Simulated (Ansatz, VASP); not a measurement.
# Two plane-wave programs on In3Sb2

```
In Sb
1.0
     2.13117    1.23043    9.36827
    -2.13117    1.23043    9.36827
     0.00000   -2.46087    9.36827
In Sb
3 2
Direct
  0.00000 0.00000 0.00000
  0.20366 0.20366 0.20366
  0.79634 0.79634 0.79634
  0.39961 0.39961 0.39961
  0.60039 0.60039 0.60039
```

Alike in both runs: functional PBE; k mesh 6 × 6 × 6; occupations gaussian, width 0.1 eV; no spin polarisation.

Ansatz relaxed the structure, and its values are those at the end. VASP's run is a single point on that final structure, the one shown.

|  | VASP | Ansatz |
| --- | --- | --- |
| version | VASP 6.6.1 | Ansatz 0.2.0 |
| potentials or method | VASP PAW PBE potentials, release 64 (In_d, Sb), cutoff 520 eV | scalar-relativistic, plane waves, PAW |
| valence electrons in the cell | 49 | 69 |

|  | VASP | Ansatz | Ansatz less VASP |
| --- | --- | --- | --- |
| gap on the k mesh at the Fermi level (eV) | none | none | - |
| pressure (GPa) | -0.1 | -0.1 | +0.02 |
| rms of the force components (eV/Å) | 0.015 | 0.015 | -0.0004 |

A gap of «none» marks a metal or a gap that the smearing closes. With one functional, cell and mesh, what is left measures potentials, basis and numerics. VASP's potentials hold 49 valence electrons a cell and Ansatz's 69, so a difference there can come from the potentials and not from the codes.

Neither program's run includes spin-orbit coupling.
